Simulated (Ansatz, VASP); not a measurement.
## One calculation of CaAlO4, two programs

```
Ca Al O
1.0
     4.30638    0.00000    0.00000
     0.00000    4.30638    0.00000
     0.00000    0.00000    4.30638
Ca Al O
1 1 4
Direct
  0.00000 0.00000 0.00000
  0.50000 0.50000 0.50000
  0.74959 0.74959 0.74959
  0.25041 0.25041 0.74959
  0.25041 0.74959 0.25041
  0.74959 0.25041 0.25041
```

Alike in both runs: task single point; functional PBE; k mesh 4 × 4 × 4; occupations gaussian, width 0.1 eV; collinear spin.

```csv
,VASP,Ansatz
version,VASP 6.6.1,Ansatz 0.2.0
potentials or method,"VASP PAW PBE potentials, release 64 (Ca_sv, Al, O), cutoff 520 eV","scalar-relativistic, plane waves, PAW"
valence electrons in the cell,37,37
```

```tsv
	VASP	Ansatz	Ansatz less VASP
gap on the k mesh at the Fermi level (eV)	none	none	-
pressure (GPa)	24.3	23.5	-0.74
rms of the force components (eV/Å)	3.612	3.528	-0.0835
net moment per atom (μB)	0.50	0.50	0.000
```

Atom by atom the forces differ by 0.083 eV/Å (rms over components). A gap of «none» marks a metal or a gap that the smearing closes.

The k mesh is coarse, so the values compare programs but aren't converged.
